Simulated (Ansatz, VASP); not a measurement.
**Two plane-wave programs on Sn**

```xyz
2
Lattice="-1.7544 1.7546 -2.1675 -1.7544 1.7546 2.1675 3.5088 3.5092 0.0000" Properties=species:S:1:pos:R:3 pbc="T T T"
Sn    0.0530    0.0530    0.0000
Sn   -0.0530    3.4562    0.0000
```

Change from the starting cell: mode 6 (102.9 1/cm) frozen in, largest displacement +0.075 Å.

Alike in both runs: task single point; functional PBE; dispersion D3(BJ); k mesh 18 × 18 × 12; occupations gaussian, width 0.15 eV; no spin polarisation.

|  | VASP | Ansatz |
| --- | --- | --- |
| version | VASP 6.6.1 | Ansatz 0.2.0 |
| potentials or method | VASP PAW PBE potentials, release 64 (Sn_d), cutoff 520 eV | scalar-relativistic, plane waves, PAW |
| valence electrons in the cell | 28 | 28 |

```tsv
	VASP	Ansatz	Ansatz less VASP
gap on the k mesh at the Fermi level (eV)	none	none	-
pressure (GPa)	0.4	0.5	+0.05
traceless stress, the component that is largest in VASP (GPa)	0.13	0.13	0.000
rms of the force components (eV/Å)	0.195	0.194	-0.0010
```

Atom by atom the forces differ by 0.001 eV/Å (rms over components). A gap of «none» marks a metal or a gap that the smearing closes.
